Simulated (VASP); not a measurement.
A run of VASP 6.6.1 is set up as follows.

File INCAR:

```
SYSTEM = ZnSe
  PREC = Accurate
  ENCUT = 520
  EDIFF = 1E-8
  ISMEAR = -1
  SIGMA = 0.03
  LREAL = .False.
  LASPH = .True.
  NELM = 100
  ALGO = Normal
  ISIF = 2
  LWAVE = .False.
  LCHARG = .False.
  GGA = PE
  LEFG = .True.
  NBANDS = 16
```

File KPOINTS:

```
Automatic mesh
0
Gamma
  8 8 8
  0 0 0
```

Contents of POSCAR:

```
ZnSe
1.0
    0.0000000000      2.8710911186      2.8710911186
    2.8710911186      0.0000000000      2.8710911186
    2.8710911186      2.8710911186      0.0000000000
Zn Se
1 1
Direct
    0.0000000000      0.0000000000      0.0000000000
    0.7500000000      0.7500000000      0.7500000000
```

Potentials or basis: VASP PAW PBE potentials, release 64 (Zn, Se).

The run is started by

```sh
$ cat potpaw_PBE.64/Zn/POTCAR potpaw_PBE.64/Se/POTCAR > POTCAR
$ mpirun -np 1 vasp_std > vasp.out
```

Question: Estimate the band gap on the k mesh.

Answer: 1.13 eV.

Question: Estimate the pressure.

Answer: -0.1 GPa.
